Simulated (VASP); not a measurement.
Here is a VASP 6.6.1 calculation.

Contents of POSCAR:

```
CuI
1.0
    0.0000000000      3.0315000000      3.0315000000
    3.0315000000      0.0000000000      3.0315000000
    3.0315000000      3.0315000000      0.0000000000
I Cu
1 1
Direct
    0.0000000000      0.0000000000      0.0000000000
    0.7500000000      0.7500000000      0.7500000000
```

The input INCAR.step1:

```
ALGO     = Normal         # electronic algorithm
EDIFF    = 1E-5           # SCF threshold, eV
ENCUT    = 520            # plane-wave cutoff, eV
GGA      = PE             # functional
ISIF     = 2              # what is computed and relaxed
ISMEAR   = -1             # smearing method
LASPH    = T              # aspherical terms in the spheres
LCHARG   = F              # write CHGCAR
LREAL    = F              # projectors in reciprocal space
LWAVE    = T              # write WAVECAR
NBANDS   = 16             # bands
NELM     = 80             # most SCF steps
PREC     = Accurate       # precision mode
SIGMA    = 0.05           # smearing width, eV
```

The input INCAR.step2:

```
AEXX     = 0.1            # exact-exchange fraction
ALGO     = Normal         # electronic algorithm
EDIFF    = 1E-6           # SCF threshold, eV
ENCUT    = 520            # plane-wave cutoff, eV
ISIF     = 2              # what is computed and relaxed
ISMEAR   = -1             # smearing method
ISTART   = 1            
LASPH    = T              # aspherical terms in the spheres
LCHARG   = F              # write CHGCAR
LHFCALC  = T              # exact exchange
LMIXTAU  = T            
LREAL    = F              # projectors in reciprocal space
LWAVE    = F              # write WAVECAR
METAGGA  = R2SCAN         # meta-GGA
NBANDS   = 16             # bands
NELM     = 80             # most SCF steps
PREC     = Accurate       # precision mode
PRECFOCK = Normal       
SIGMA    = 0.05           # smearing width, eV
```

KPOINTS

```
k-points
0
Gamma
  4 4 4
```

Potentials or basis: VASP PAW PBE potentials, release 64 (I, Cu).

Launch:

```bash
$ cat potpaw_PBE.64/I/POTCAR potpaw_PBE.64/Cu/POTCAR > POTCAR
$ cp INCAR.step1 INCAR
$ mpirun -np 1 vasp_std > vasp.out
$ cp INCAR.step2 INCAR
$ mpirun -np 1 vasp_std > vasp.out
```

Q: Predict the band gap on the k mesh.

A: 2.42 eV.

Q: What does it give for the pressure?

A: -0.4 GPa.

Caveat: the k points lie up to 0.45 Å⁻¹ apart; the PAW data sets were made with another functional, which shifts forces and pressure a little; spin-orbit coupling is left out, which moves the levels of the heavy elements.
